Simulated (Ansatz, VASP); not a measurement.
**One calculation of P, two programs**

```
P
1.0
    -1.53067    1.53067    1.53067
     1.53067   -1.53067    1.53067
     1.53067    1.53067   -1.53067
P
1
Direct
  0.00000 0.00000 0.00000
```

Alike in both runs: functional r2SCAN; k mesh 14 × 14 × 14; occupations fermi-dirac, width 0.1 eV; no spin polarisation.

Ansatz relaxed the structure, and its values are those at the end. VASP's run is a single point on that final structure, the one shown.

```csv
,VASP,Ansatz
version,VASP 6.6.1,Ansatz 0.2.0
potentials or method,"VASP PAW PBE potentials, release 64 (P), cutoff 520 eV","plane waves (500 eV) with PAW, scalar-relativistic"
valence electrons in the cell,5,5
```

```csv
,VASP,Ansatz,Ansatz less VASP
pressure (GPa),-0.1,0.0,+0.12
```

VASP's potentials were made for PBE, not for r2SCAN. With one functional, cell and mesh, what is left measures potentials, basis and numerics.
